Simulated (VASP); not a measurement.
Here is a VASP 6.6.1 calculation.

File POSCAR:

```
ZnS
1.0
    0.0000000000      2.2684961492      2.2684961492
    2.2684961492      0.0000000000      2.2684961492
    2.2684961492      2.2684961492      0.0000000000
Zn S
1 1
Direct
    0.0000000000      0.0000000000      0.0000000000
    0.5000000000      0.5000000000      0.5000000000
```

Contents of INCAR.step1:

```
PREC     = Accurate       # precision mode
ENCUT    = 520            # plane-wave cutoff, eV
ISMEAR   = -1             # smearing method
SIGMA    = 0.08           # smearing width, eV
LREAL    = False          # projectors in reciprocal space
LASPH    = True           # aspherical terms in the spheres
NELM     = 60             # most SCF steps
NBANDS   = 16             # bands
GGA      = PE             # functional
ALGO     = Normal         # electronic algorithm
EDIFF    = 1E-4           # SCF threshold, eV
LWAVE    = True           # write WAVECAR
LCHARG   = False          # write CHGCAR
```

File INCAR.step2:

```
PREC     = Accurate       # precision mode
ENCUT    = 520            # plane-wave cutoff, eV
EDIFF    = 1E-6           # SCF threshold, eV
ISMEAR   = -1             # smearing method
SIGMA    = 0.08           # smearing width, eV
LREAL    = False          # projectors in reciprocal space
LASPH    = True           # aspherical terms in the spheres
NELM     = 60             # most SCF steps
ALGO     = Normal         # electronic algorithm
ISIF     = 2              # what is computed and relaxed
LWAVE    = False          # write WAVECAR
LCHARG   = True           # write CHGCAR
METAGGA  = R2SCAN         # meta-GGA
LMIXTAU  = True         
LELF     = True           # ELF
LVHAR    = True         
NBANDS   = 16             # bands
ISTART   = 1
```

Contents of KPOINTS:

```
Automatic mesh
0
Gamma
  16 16 16
```

Potentials or basis: VASP PAW PBE potentials, release 64 (Zn, S).

The run is started by

```console
$ cat potpaw_PBE.64/Zn/POTCAR potpaw_PBE.64/S/POTCAR > POTCAR
$ cp INCAR.step1 INCAR
$ mpirun -np 1 vasp_std > vasp.out
$ cp INCAR.step2 INCAR
$ mpirun -np 1 vasp_std > vasp.out
```

Estimate the band gap on the k mesh.

zero (band 9 reaches 8.15 eV, above the bottom of band 10 at 8.06 eV).

What does it give for the pressure?

66.4 GPa.

Caveat: the PAW data sets were made with another functional, which shifts forces and pressure a little.
